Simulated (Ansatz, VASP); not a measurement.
## Ir: VASP beside Ansatz

The input POSCAR:

```
Ir
1.0
    2.7290915489      0.0000000000      0.0000000000
   -1.3645457745      2.3634626106      0.0000000000
    0.0000000000      0.0000000000      4.4276445707
Ir
2
Direct
    0.3333333333      0.6666666667      0.2500000000
    0.6666666667      0.3333333333      0.7500000000
```

File INCAR.step1:

```
SYSTEM = Ir
  PREC = Accurate
  ENCUT = 520
  ISMEAR = -1
  SIGMA = 0.1
  LREAL = .FALSE.
  LASPH = .TRUE.
  NELM = 100
  NBANDS = 16
  GGA = PE
  ALGO = Normal
  EDIFF = 1E-4
  LWAVE = .TRUE.
  LCHARG = .FALSE.
```

Contents of INCAR.step2:

```
SYSTEM = Ir
  PREC = Accurate
  ENCUT = 520
  EDIFF = 1E-6
  ISMEAR = -1
  SIGMA = 0.1
  LREAL = .FALSE.
  LASPH = .TRUE.
  NELM = 100
  ALGO = Normal
  ISIF = 2
  LWAVE = .FALSE.
  LCHARG = .TRUE.
  METAGGA = R2SCAN
  LMIXTAU = .TRUE.
  LELF = .TRUE.
  LVHAR = .TRUE.
  NBANDS = 16
  ISTART = 1
```

Contents of KPOINTS:

```
regular mesh
0
G
  15 15 8
  0 0 0
```

Input for Ansatz:

```yaml
crystal:
  lattice:
    - [2.7290915489, 0.0, 0.0]
    - [-1.3645457745, 2.3634626106, 0.0]
    - [0.0, 0.0, 4.4276445707]
  atoms:
    - { symbol: Ir, position: [0.3333333333, 0.6666666667, 0.25] }
    - { symbol: Ir, position: [0.6666666667, 0.3333333333, 0.75] }
hamiltonian:
  xc: r2scan
  pseudopotentials:
    kind: paw
    azcp:
      Ir: "pseudopotentials/Ir.paw.azcp"
basis:
  ecutwfc: 500
  fft_grid_basis: typed
kpoints:
  mp_grid: { grid: [15, 15, 8], shift: [0, 0, 0] }
magnetization:
  spin_polarized: false
scf:
  occupations: { method: fermi_dirac, width: 0.1 }
  lower_state_search: "off"
output:
  stress: true
```

Alike in both runs: task single point; functional r2SCAN; k mesh 15 × 15 × 8; occupations fermi-dirac, width 0.1 eV; no spin polarisation.

|  | VASP | Ansatz |
| --- | --- | --- |
| version | VASP 6.6.1 | Ansatz 0.2.0 |
| potentials or method | VASP PAW PBE potentials, release 64 (Ir), cutoff 520 eV | plane waves (500 eV) with PAW, scalar-relativistic |
| valence electrons in the cell | 18 | 34 |

|  | VASP | Ansatz | Ansatz less VASP |
| --- | --- | --- | --- |
| pressure (GPa) | 2.3 | -0.1 | -2.47 |
| traceless stress, the component that is largest in VASP (GPa) | -0.09 | -0.21 | -0.119 |

VASP's potentials were made for PBE, not for r2SCAN. VASP's potentials hold 18 valence electrons a cell and Ansatz's 34, so a difference there can come from the potentials and not from the codes.

Spin-orbit coupling is off throughout.
